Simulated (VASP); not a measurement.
# In2Ge (P6/mmm) in VASP: single point with PBE

Aim: the single point of In2Ge with PBE.

Program: VASP 6.6.1. These are calculated values, not measurements. Logs are shortened: lines on timing, memory, paths and dates and some standing lists are left out, and cuts for length are marked.

### Step 1. The cell of the first run

Symmetry: P6/mmm, No. 191, hexagonal system. Conventional cell: a = 5.282 Å, b = 5.282 Å, c = 3.098 Å, α = 90.00°, β = 90.00°, γ = 120.00°. In (site symmetry -6m2) has 5 In at 3.05 to 3.10 Å and 6 Ge at 3.42 Å within 4.0 Å. Within 4.1 Å of Ge (site symmetry 6/mmm) lie 2 Ge at 3.10 Å and 12 In at 3.42 Å.

### Step 2. Single point, PBE

File INCAR:

```
ALGO     = Fast           # electronic algorithm
EDIFF    = 1E-7           # SCF threshold, eV
ENCUT    = 520            # plane-wave cutoff, eV
GGA      = PE             # functional
ISIF     = 2              # what is computed and relaxed
ISMEAR   = 0              # smearing method
LASPH    = T              # aspherical terms in the spheres
LCHARG   = T              # write CHGCAR
LELF     = T              # ELF
LREAL    = F              # projectors in reciprocal space
LVHAR    = T            
LWAVE    = F              # write WAVECAR
NBANDS   = 27             # bands
NELM     = 60             # most SCF steps
PREC     = Accurate       # precision mode
SIGMA    = 0.1            # smearing width, eV
```

File KPOINTS:

```
k-points
0
Gamma
  12 12 16
```

File POSCAR:

```
In2Ge
1.0
    5.2824726272      0.0000000000      0.0000000000
   -2.6412363136      4.5747554900      0.0000000000
    0.0000000000      0.0000000000      3.0976801351
In Ge
2 1
Direct
    0.3333333333      0.6666666667      0.5000000000
    0.6666666667      0.3333333333      0.5000000000
    0.0000000000      0.0000000000      0.0000000000
```

Potentials or basis: VASP PAW PBE potentials, release 64 (In_d, Ge_d).

The run is started by

```sh
> cat potpaw_PBE.64/In_d/POTCAR potpaw_PBE.64/Ge_d/POTCAR > POTCAR
> mpirun -np 1 vasp_std > vasp.out
```

OUTCAR:

```text
EDIFF = 1E-7
   ENCUT = 520
   GGA = PE
   ISIF = 2
   ISMEAR = 0
   LASPH = T
   LREAL = F
   NELM = 60
   PREC = Accurate

 ion  position               nearest neighbor table
   1  0.333  0.667  0.500-   2 3.05   2 3.05   2 3.05   3 3.42   3 3.42   3 3.42   3 3.42   3 3.42
                             3 3.42
   2  0.667  0.333  0.500-   1 3.05   1 3.05   1 3.05   3 3.42   3 3.42   3 3.42   3 3.42   3 3.42
                             3 3.42
   3  0.000  0.000  0.000-   1 3.42   2 3.42   1 3.42   2 3.42   2 3.42   2 3.42   1 3.42   1 3.42
                             2 3.42   2 3.42   1 3.42   1 3.42

  LATTYP: Found a hexagonal cell.
 ALAT       =     5.2824726272
 C/A-ratio  =     0.5864072289

  Lattice vectors:

 A1 = (   5.2824726272,   0.0000000000,   0.0000000000)
 A2 = (  -2.6412363136,   4.5747554900,   0.0000000000)
 A3 = (   0.0000000000,   0.0000000000,   3.0976801351)

Analysis of symmetry for initial positions (statically):
=====================================================================
 Subroutine PRICEL returns:
 Original cell was already a primitive cell.

 Routine SETGRP: Setting up the symmetry group for a
 hexagonal supercell.

 Subroutine GETGRP returns: Found 24 space group operations
 (whereof 24 operations were pure point group operations)
 out of a pool of 24 trial point group operations.

The static configuration has the point symmetry D_6h.

Analysis of symmetry for dynamics (positions and initial velocities):
=====================================================================
 Subroutine PRICEL returns:
 Original cell was already a primitive cell.

 Routine SETGRP: Setting up the symmetry group for a
 hexagonal supercell.

 Subroutine GETGRP returns: Found 24 space group operations
 (whereof 24 operations were pure point group operations)
 out of a pool of 24 trial point group operations.

The dynamic configuration has the point symmetry D_6h.

 Subroutine INISYM returns: Found 24 space group operations
 (whereof 24 operations are pure point group operations),
 and found     1 'primitive' translations

----------------------------------------------------------------------------------------

                                     Primitive cell

  volume of cell :      74.8586

  direct lattice vectors                    reciprocal lattice vectors
     5.282472627  0.000000000  0.000000000     0.189305288  0.109295459  0.000000000
    -2.641236314  4.574755490  0.000000000     0.000000000  0.218590918  0.000000000
     0.000000000  0.000000000  3.097680135     0.000000000  0.000000000  0.322822227

  length of vectors
     5.282472627  5.282472627  3.097680135     0.218590918  0.218590918  0.322822227

  position of ions in fractional coordinates (direct lattice)
     0.333333333  0.666666667  0.500000000
     0.666666667  0.333333333  0.500000000
     0.000000000  0.000000000  0.000000000

  ion indices of the primitive-cell ions
   primitive index   ion index
                 1           1
                 2           2
                 3           3

----------------------------------------------------------------------------------------

 KPOINTS: k-points

Automatic generation of k-mesh.
 Grid dimensions read from file:
 generate k-points for:   12   12   16

 Generating k-lattice:

  Cartesian coordinates                     Fractional coordinates (reciprocal lattice)
     0.015775441  0.009107955  0.000000000     0.083333333 -0.000000000  0.000000000
     0.000000000  0.018215910  0.000000000     0.000000000  0.083333333  0.000000000
     0.000000000  0.000000000  0.020176389     0.000000000  0.000000000  0.062500000

  Length of vectors
     0.018215910  0.018215910  0.020176389

  Shift w.r.t. Gamma in fractional coordinates (k-lattice)
     0.000000000  0.000000000  0.000000000

 Subroutine IBZKPT returns following result:
 ===========================================

 Found    171 irreducible k-points:

 Following reciprocal coordinates:
            Coordinates               Weight
  0.000000  0.000000  0.000000      1.000000
  0.083333  0.000000  0.000000      6.000000
  0.166667  0.000000  0.000000      6.000000
  0.250000  0.000000  0.000000      6.000000
  0.333333  0.000000  0.000000      6.000000
  0.416667  0.000000  0.000000      6.000000
[... 16 lines left out ...]
  0.250000  0.000000  0.062500     12.000000
  0.333333  0.000000  0.062500     12.000000
 [... further k-points ...]
   k-points           NKPTS =    171   k-points in BZ     NKDIM =    171   number of bands    NBANDS=     27
   number of dos      NEDOS =    301   number of ions     NIONS =      3
   total plane-waves  NPLWV =  38400
   dimension x,y,z NGX =    40 NGY =   40 NGZ =   24
   dimension x,y,z NGXF=    80 NGYF=   80 NGZF=   48
   ions per type =               2   1
   NGX,Y,Z   is equivalent  to a cutoff of  12.59, 12.59, 12.88 a.u.
   NGXF,Y,Z  is equivalent  to a cutoff of  25.18, 25.18, 25.76 a.u.
 SYSTEM =  unknown system
   PREC   = accura    normal or accurate (medium, high low for compatibility)
   ISTART =      0    job   : 0-new  1-cont  2-samecut
   ICHARG =      2    charge: 1-file 2-atom 10-const
   ISPIN  =      1    spin polarized calculation?
   LNONCOLLINEAR =      F non collinear calculations
   LSORBIT =      F    spin-orbit coupling
   LASPH  =      T    aspherical Exc in radial PAW
   ENCUT  =  520.0 eV  38.22 Ry    6.18 a.u.   9.82  9.82  5.76*2*pi/ulx,y,z
   NELM   =     60;   NELMIN=  2; NELMDL= -5     # of ELM steps
   EDIFF  = 0.1E-06   stopping-criterion for ELM
   LREAL  =      F    real-space projection
   EDIFFG = 0.1E-05   stopping-criterion for IOM
   NSW    =      0    number of steps for IOM
   IBRION =     -1    ionic relax: 0-MD 1-quasi-New 2-CG
   NFREE  =      0    steps in history (QN), initial steepest desc. (CG)
   ISIF   =      2    stress and relaxation
   ISYM   =      2    0-nonsym 1-usesym 2-fastsym
   POTIM  = 0.5000    time-step for ionic-motion
   TEBEG  =    0.0;   TEEND  =   0.0 temperature during run
   PSTRESS=    0.0 pullay stress
   NELECT =      40.0000    total number of electrons
   NUPDOWN=      -1.0000    fix difference up-down
   EMIN   =  10.00;   EMAX   =-10.00  energy-range for DOS
   EFERMI =   0.00;   METHOD = LEGACY
   ISMEAR =     0;   SIGMA  =   0.10  broadening in eV -4-tet -1-fermi 0-gaus
   EFERMI_NEDOS =   21; number of points for ismear=-14 and -15
   IALGO  =     68    algorithm
   IMIX   =      4    mixing-type and parameters
     AMIX     =   0.40;   BMIX     =  1.00
     AMIX_MAG =   1.60;   BMIX_MAG =  1.00
  volume/ion in A,a.u.               =      24.95       168.39
  Fermi-wavevector in a.u.,A,eV,Ry     =   1.328457  2.510420 24.011544  1.764799
  Thomas-Fermi vector in A             =   2.457693
   LORBIT       =      0    0 simple, 1 ext, 2 COOP (PROOUT), +10 PAW based schemes
   GGA     = PE    functional components
   LHFCALC =     F    Hartree Fock is set to
   AEXX    =    0.0000 exact exchange contribution
   IVDW    =     0    specifies the selected vdW correction
   LEPSILON=     F    determine dielectric tensor
   LRPA    =     F    only Hartree local field effects (RPA)
 non-spin polarized calculation
 RMM-DIIS sequential band-by-band and
 Gauss-broadening in eV      SIGMA  =   0.10
  energy-cutoff  :      520.00
  volume of cell :       74.86
 maximum number of plane-waves:      2040
 NGX is ok and might be reduce to    40
   NGX = 19   NGY = 19   NGZ = 11

 number of electron      40.0000016 magnetization

 Free energy of the ion-electron system (eV)
  ---------------------------------------------------
  ext. energy  EPLUGINS =         0.00000000
  ---------------------------------------------------
  free energy    TOTEN  =        -9.01224966 eV

  energy without entropy =       -9.00212373  energy(sigma->0) =       -9.00718670

 E-fermi :   6.8179     XC(G=0): -10.3064

 val. band max:        6.8175893724   @ k =   0.2500   0.2500   0.2500
 cond. band min:       6.8231298786   @ k =   0.1667   0.0833   0.5000
 fundamental gap:      0.0055405061
 Fermi energy:         6.8178909643

 k-point     1 :       0.0000    0.0000    0.0000
  band No.  band energies     occupation
      1     -18.0680      2.00000
      2     -18.0564      2.00000
      3     -18.0564      2.00000
      4     -18.0292      2.00000
      5     -18.0292      2.00000
      6      -8.1703      2.00000
[... 19 lines left out ...]
     26      15.9193      0.00000
     27      16.0427      0.00000

 k-point     2 :       0.0833    0.0000    0.0000
  band No.  band energies     occupation
      1     -18.0679      2.00000
      2     -18.0564      2.00000
      3     -18.0564      2.00000
      4     -18.0292      2.00000
      5     -18.0292      2.00000
      6      -8.1682      2.00000
[... 19 lines left out ...]
     26      15.7219      0.00000
     27      15.9583      0.00000

 k-point     3 :       0.1667    0.0000    0.0000
  band No.  band energies     occupation
      1     -18.0679      2.00000
      2     -18.0564      2.00000
      3     -18.0563      2.00000
      4     -18.0292      2.00000
      5     -18.0292      2.00000
      6      -8.1620      2.00000
[... 19 lines left out ...]
     26      15.3292      0.00000
     27      15.7406      0.00000

 k-point     4 :       0.2500    0.0000    0.0000
  band No.  band energies     occupation
      1     -18.0679      2.00000
      2     -18.0564      2.00000
      3     -18.0563      2.00000
      4     -18.0292      2.00000
      5     -18.0292      2.00000
      6      -8.1525      2.00000
[... 19 lines left out ...]
     26      15.4612      0.00000
     27      15.4627      0.00000

 k-point     5 :       0.3333    0.0000    0.0000
  band No.  band energies     occupation
      1     -18.0679      2.00000
      2     -18.0564      2.00000
      3     -18.0562      2.00000
      4     -18.0292      2.00000
      5     -18.0292      2.00000
      6      -8.1403      2.00000
[... 19 lines left out ...]
     26      15.1856      0.00000
     27      15.6330      0.00000

 k-point     6 :       0.4167    0.0000    0.0000
  band No.  band energies     occupation
      1     -18.0679      2.00000
      2     -18.0565      2.00000
      3     -18.0562      2.00000
      4     -18.0292      2.00000
      5     -18.0292      2.00000
      6      -8.1264      2.00000
[... 444 lines left out ...]
      1     -18.0655      2.00000
      2     -18.0563      2.00000
      3     -18.0563      2.00000
      4     -18.0300      2.00000
      5     -18.0300      2.00000
      6      -8.1502      2.00000
[... 19 lines left out ...]
     26      15.6411      0.00000
     27      16.2400      0.00000

 k-point    22 :       0.1667    0.0000    0.0625
  band No.  band energies     occupation
      1     -18.0655      2.00000
      2     -18.0563      2.00000
      3     -18.0562      2.00000
      4     -18.0300      2.00000
      5     -18.0300      2.00000
      6      -8.1442      2.00000
[... 19 lines left out ...]
     26      15.0657      0.00000
     27      16.2683      0.00000

 k-point    23 :       0.2500    0.0000    0.0625
  band No.  band energies     occupation
      1     -18.0655      2.00000
      2     -18.0563      2.00000
      3     -18.0562      2.00000
      4     -18.0300      2.00000
      5     -18.0300      2.00000
      6      -8.1349      2.00000
[... 19 lines left out ...]
     26      14.6687      0.00000
     27      16.3178      0.00000

 k-point    24 :       0.3333    0.0000    0.0625
  band No.  band energies     occupation
      1     -18.0655      2.00000
      2     -18.0564      2.00000
      3     -18.0561      2.00000
      4     -18.0300      2.00000
      5     -18.0300      2.00000
      6      -8.1230      2.00000
[... 19 lines left out ...]
     26      14.3353      0.00000
     27      16.2678      0.00000

 [... further k-points ...]

------------------------ aborting loop because EDIFF is reached ----------------------------------------

  FORCE on cell =-STRESS in cart. coord.  units (eV):
  Direction    XX          YY          ZZ          XY          YZ          ZX
  --------------------------------------------------------------------------------------
  -------------------------------------------------------------------------------------
  Total       -0.0006099     -0.0006099     -0.0113939      0.0000000      0.0000000      0.0000000
  in kB       -0.0130525     -0.0130525     -0.2438607      0.0000000      0.0000000      0.0000000
  external PRESSURE =      -0.0899886 kB  Pullay stress =       0.0000000 kB

 VOLUME and BASIS-vectors are now :
 -----------------------------------------------------------------------------
  energy-cutoff  :      520.00
  volume of cell :       74.86
      direct lattice vectors                 reciprocal lattice vectors
     5.282472627  0.000000000  0.000000000     0.189305288  0.109295459  0.000000000
    -2.641236314  4.574755490  0.000000000     0.000000000  0.218590918  0.000000000
     0.000000000  0.000000000  3.097680135     0.000000000  0.000000000  0.322822227

 POSITION                                       TOTAL-FORCE (eV/Angst)
 -----------------------------------------------------------------------------------
     -0.00000      3.04984      1.54884        -0.000000     -0.000000      0.000000
      2.64124      1.52492      1.54884         0.000000      0.000000      0.000000
      0.00000      0.00000      0.00000        -0.000000      0.000000      0.000000
 -----------------------------------------------------------------------------------
    total drift:                               -0.000000      0.000000      0.000000

  FREE ENERGIE OF THE ION-ELECTRON SYSTEM (eV)
  ---------------------------------------------------
  free  energy   TOTEN  =        -9.0122496611 eV

  energy  without entropy=       -9.0021237320  energy(sigma->0) =       -9.00718670
```

It took 3.5 min on 1 thread of Intel Xeon 6975P-C (Granite Rapids), shared host; peak memory 0.42 GiB.

What came out:

* Free energy: -9.0122 eV
* Pressure: 0.0 GPa
* Band gap on the k mesh: zero (bands 20 and 21 overlap by 4.39 eV)

Levels at points of the mesh, in eV from the Fermi level:
```csv
k point,band 16,band 17,band 18,band 19,band 20,band 21,band 22,band 23,band 24,band 25
"(0.00, 0.00, 0.00)",-10.60,-5.52,-2.69,-2.00,-2.00,-1.31,-1.31,4.39,8.38,9.10
"(0.50, 0.00, 0.00)",-9.48,-7.84,-5.08,-3.75,1.89,2.40,3.36,4.39,5.13,5.79
"(0.00, 0.00, 0.50)",-7.32,-5.90,-1.21,-0.40,0.73,0.73,1.29,1.40,1.59,1.59
"(0.50, 0.00, 0.50)",-6.72,-4.18,-4.03,-3.08,-0.81,-0.52,0.19,0.42,4.14,5.78
```

Caveat: spin-orbit coupling is left out, which moves the levels of the heavy elements.
